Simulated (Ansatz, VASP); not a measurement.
Two plane-wave programs on LuGaP2

```
Ga Lu P
1.0
     1.89553    1.09439    6.13563
    -1.89553    1.09439    6.13563
     0.00000   -2.18877    6.13563
Ga Lu P
1 1 2
Direct
  0.00000 0.00000 0.00000
  0.50000 0.50000 0.50000
  0.25737 0.25737 0.25737
  0.74263 0.74263 0.74263
```

Alike in both runs: task single point; functional r2SCAN; k mesh 8 × 8 × 8; occupations fermi-dirac, width 0.02 eV; no spin polarisation.

|  | VASP | Ansatz |
| --- | --- | --- |
| version | VASP 6.6.1 | Ansatz 0.2.0 |
| potentials or method | VASP PAW PBE potentials, release 64 (Ga_d, Lu, P) | plane waves, PAW |
| plane-wave cutoff (eV) | 520 | 500 |
| valence electrons in the cell | 48 | 48 |

```csv
,VASP,Ansatz,Ansatz less VASP
pressure (GPa),0.2,0.0,-0.19
"traceless stress, the component that is largest in VASP (GPa)",-0.07,0.00,+0.069
rms of the force components (eV/Å),0.015,0.000,-0.0152
```

VASP's potentials were made for PBE, not for r2SCAN. Atom by atom the forces differ by 0.015 eV/Å (rms over components).

Neither program's run includes spin-orbit coupling.
